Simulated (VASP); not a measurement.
Wanted: the native input for a VASP 6.6.1 run.

- Task: single point
- Functional: LDA
- Potentials or basis: VASP PAW LDA potentials, release 64 (Cu_sv_GW)
- Cutoff: 820 eV
- k mesh: 21 × 21 × 12
- Occupations: gaussian, width 0.15 eV
- Spin: no spin polarisation
- Dipole correction: no
- Further INCAR settings: ALGO = Normal; EDIFF = 1e-06; NBANDS = 26

The structure of Cu lies in POSCAR:

```
Cu
1.0
    2.4883286535      0.0000000000      0.0000000000
   -1.2441643268      2.1549558269      0.0000000000
    0.0000000000      0.0000000000      4.0637143877
Cu
2
Direct
    0.3333333333      0.6666666667      0.2500000000
    0.6666666667      0.3333333333      0.7500000000
```

This isn't the form of Cu at room conditions, which is fcc.

One way to write it, as run:

INCAR

```
PREC     = Accurate       # precision mode
ENCUT    = 820            # plane-wave cutoff, eV
EDIFF    = 1E-6           # SCF threshold, eV
ISMEAR   = 0              # smearing method
SIGMA    = 0.15           # smearing width, eV
LREAL    = False          # projectors in reciprocal space
LASPH    = True           # aspherical terms in the spheres
NELM     = 120            # most SCF steps
ALGO     = Normal         # electronic algorithm
ISIF     = 2              # what is computed and relaxed
LWAVE    = False          # write WAVECAR
LCHARG   = False          # write CHGCAR
NBANDS   = 26             # bands
GGA_COMPAT= False
```

KPOINTS

```
Automatic mesh
0
Gamma
  21 21 12
```

Potentials or basis: VASP PAW LDA potentials, release 64 (Cu_sv_GW).

Command:

```bash
$ cat potpaw_LDA.64/Cu_sv_GW/POTCAR > POTCAR
$ mpirun -np 1 vasp_std > vasp.out
```

Results of the run:

```json
{
 "Pressure": "-0.9 GPa",
 "Band gap on the k mesh": "zero (bands 19 and 20 overlap by 6.30 eV)"
}
```

Wall time 4.7 min on 1 thread of Intel(R) Xeon(R) Platinum 8259CL CPU @ 2.50GHz (Skylake/Cascade Lake) (shared host), peak memory 0.44 GiB.
